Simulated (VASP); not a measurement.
A run of VASP 6.6.1 is set up as follows.

INCAR

```
ALGO = Normal
EDIFF = 1E-6
ENCUT = 600
GGA = PE
GGA_COMPAT = F
ISIF = 2
ISMEAR = 0
ISPIN = 2
LASPH = T
LCHARG = T
LELF = T
LORBIT = 11
LREAL = F
LVHAR = T
LWAVE = F
MAGMOM = 0 1.41
NBANDS = 16
NELM = 200
PREC = Accurate
SIGMA = 0.1
```

Contents of KPOINTS:

```
k-points
0
Gamma
  6 6 4
```

File POSCAR:

```
CO
1.0
    2.6439171014      0.0000000000      0.0000000000
   -1.3219585507      2.2896993753      0.0000000000
    0.0000000000      0.0000000000      2.5843615858
C O
1 1
Direct
    0.6666666667      0.3333333333      0.0000000000
    0.0000000000      0.0000000000      0.5000000000
```

Potentials or basis: VASP PAW PBE potentials, release 64 (C, O).

Run with:

```bash
$ cat potpaw_PBE.64/C/POTCAR potpaw_PBE.64/O/POTCAR > POTCAR
$ mpirun -np 1 vasp_std > vasp.out
```

Problem. Estimate the band gap on the k mesh.

Solution. Zero (filled and empty bands overlap).

Problem. Predict the pressure.

Solution. -0.5 GPa.

Problem. What does it give for the net moment?

Solution. 0.00 μB per cell.

Caveat: the k points lie up to 0.61 Å⁻¹ apart, too coarse for converged energies and pressures of a metal.
